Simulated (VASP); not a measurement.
Wanted: the native input for a VASP 6.6.1 run.

- Task: dielectric tensor
- Functional: r2SCAN
- Potentials or basis: VASP PAW PBE potentials, release 64 (Zn, S)
- Cutoff: 520 eV
- k mesh: 6 × 6 × 6
- Occupations: gaussian, width 0.01 eV
- Spin: no spin polarisation
- Dipole correction: no
- Further INCAR settings: ALGO = Normal; EDIFF = 1e-08

The structure of ZnS lies in POSCAR:

```
ZnS
1.0
    0.0000000000      2.6940858329      2.6940858329
    2.6940858329      0.0000000000      2.6940858329
    2.6940858329      2.6940858329      0.0000000000
Zn S
1 1
Direct
    0.0000000000      0.0000000000      0.0000000000
    0.2500000000      0.2500000000      0.2500000000
```

The input as run:

INCAR

```
SYSTEM = ZnS
ALGO     = Normal         ! electronic algorithm
EDIFF    = 1E-8           ! SCF threshold, eV
ENCUT    = 520            ! plane-wave cutoff, eV
ISIF     = 2              ! what is computed and relaxed
ISMEAR   = 0              ! smearing method
LASPH    = .True.         ! aspherical terms in the spheres
LCALCEPS = .True.       
LCHARG   = .False.        ! write CHGCAR
LMIXTAU  = .True.       
LREAL    = .False.        ! projectors in reciprocal space
LWAVE    = .False.        ! write WAVECAR
METAGGA  = R2SCAN         ! meta-GGA
NELM     = 100            ! most SCF steps
PREC     = Accurate       ! precision mode
SIGMA    = 0.01           ! smearing width, eV
```

KPOINTS

```
k-points
0
Gamma
  6 6 6
  0 0 0
```

Potentials or basis: VASP PAW PBE potentials, release 64 (Zn, S).

Launch:

```bash
$ cat potpaw_PBE.64/Zn/POTCAR potpaw_PBE.64/S/POTCAR > POTCAR
$ mpirun -np 1 vasp_std > vasp.out
```

It gave:

```yaml
Band_gap_on_the_k_mesh: 2.72 eV
Electronic_dielectric_tensor_diagonal: 5.34
Born_charges_mean_of_the_diagonal: Zn +1.99; S -1.99 e
```

It took 19 min on 1 thread of Intel(R) Xeon(R) Platinum 8375C CPU @ 2.90GHz (Ice Lake), with other jobs on the host, peak memory 0.28 GiB.
